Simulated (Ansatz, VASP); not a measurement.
Ti: VASP beside Ansatz

```
CELL_PARAMETERS angstrom
2.95000 0.00000 0.00000
-1.47500 2.55477 0.00000
0.00000 0.00000 4.68600
ATOMIC_POSITIONS crystal
Ti 0.33333 0.66667 0.25000
Ti 0.66667 0.33333 0.75000
```

Alike in both runs: task single point; functional PBE; k mesh 14 × 14 × 8; occupations methfessel-paxton of order 1, width 0.2 eV; no spin polarisation.

```csv
,VASP,Ansatz
version,VASP 6.6.1,Ansatz 0.2.0
potentials or method,"VASP PAW PBE potentials, release 64 (Ti_sv), cutoff 520 eV","all-electron LAPW, scalar-relativistic"
```

Ansatz gave:

| Item | Value |
| --- | --- |
| pressure (GPa) | -1.7 |
| traceless stress, the component that is largest in VASP (GPa) | -0.29 |

Estimate VASP's values.

pressure (GPa): -1.9; traceless stress, the component that is largest in VASP (GPa): -0.30.

Ansatz ran all-electron here, and VASP with PAW potentials.
